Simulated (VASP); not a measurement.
A run of VASP 6.6.1 is set up as follows.

The input INCAR:

```
  PREC = Accurate
  ENCUT = 520
  EDIFF = 1E-6
  ISMEAR = 0
  SIGMA = 0.1
  LREAL = F
  LASPH = T
  NELM = 80
  ALGO = Normal
  ISIF = 2
  LWAVE = F
  LCHARG = F
  GGA = PE
  NBANDS = 18
```

File KPOINTS:

```
Automatic mesh
0
Gamma
  12 12 12
```

POSCAR

```
Li3P2
1.0
    1.4330294084      0.8273599147     10.5446092529
   -1.4330294084      0.8273599147     10.5446092529
    0.0000000000     -1.6547198295     10.5446092529
Li P
3 2
Direct
    0.0000000000      0.0000000000      0.0000000000
    0.2106430501      0.2106430501      0.2106430501
    0.7893569499      0.7893569499      0.7893569499
    0.3966552610      0.3966552610      0.3966552610
    0.6033447390      0.6033447390      0.6033447390
```

Potentials or basis: VASP PAW PBE potentials, release 64 (Li_sv, P).

Launch:

```sh
$ cat potpaw_PBE.64/Li_sv/POTCAR potpaw_PBE.64/P/POTCAR > POTCAR
$ mpirun -np 1 vasp_std > vasp.out
```

Q: Estimate the band gap on the k mesh.

A: Zero (an odd number of electrons rules out a gap without spin polarisation).
